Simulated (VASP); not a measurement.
Here is a VASP 6.6.1 calculation.

File POSCAR:

```
K
1.0
   -2.7154236633      2.7154236633      2.7154236633
    2.7154236633     -2.7154236633      2.7154236633
    2.7154236633      2.7154236633     -2.7154236633
K
1
Direct
    0.0000000000      0.0000000000      0.0000000000
```

File INCAR.step1:

```
SYSTEM = K
PREC = Accurate
ENCUT = 400
EDIFF = 1E-5
ISMEAR = 0
SIGMA = 0.05
LREAL = .False.
LASPH = .True.
NELM = 120
ALGO = Normal
ISIF = 2
LWAVE = .True.
NBANDS = 10
GGA = PE
GGA_COMPAT = .False.
```

File INCAR.step2:

```
SYSTEM = K
PREC = Accurate
ENCUT = 400
EDIFF = 1E-6
ISMEAR = 0
SIGMA = 0.05
LREAL = .False.
LASPH = .True.
NELM = 120
ALGO = Normal
ISIF = 2
LWAVE = .False.
LCHARG = .True.
GGA = PE
LHFCALC = .True.
HFSCREEN = 0.2079
PRECFOCK = Normal
LELF = .True.
LVHAR = .True.
NBANDS = 10
ISTART = 1
GGA_COMPAT = .False.
```

KPOINTS

```
Automatic mesh
0
Gamma
  5 5 5
  0 0 0
```

Potentials or basis: VASP PAW PBE potentials, release 64 (K_sv).

Command:

```sh
$ cat potpaw_PBE.64/K_sv/POTCAR > POTCAR
$ cp INCAR.step1 INCAR
$ mpirun -np 1 vasp_std > vasp.out
$ cp INCAR.step2 INCAR
$ mpirun -np 1 vasp_std > vasp.out
```

**Question.** Predict the pressure.

**Answer.** -0.2 GPa.

**Question.** Estimate the band gap on the k mesh.

**Answer.** Zero (an odd number of electrons rules out a gap without spin polarisation).

Caveat: the PAW data sets were made with another functional, which shifts forces and pressure a little.
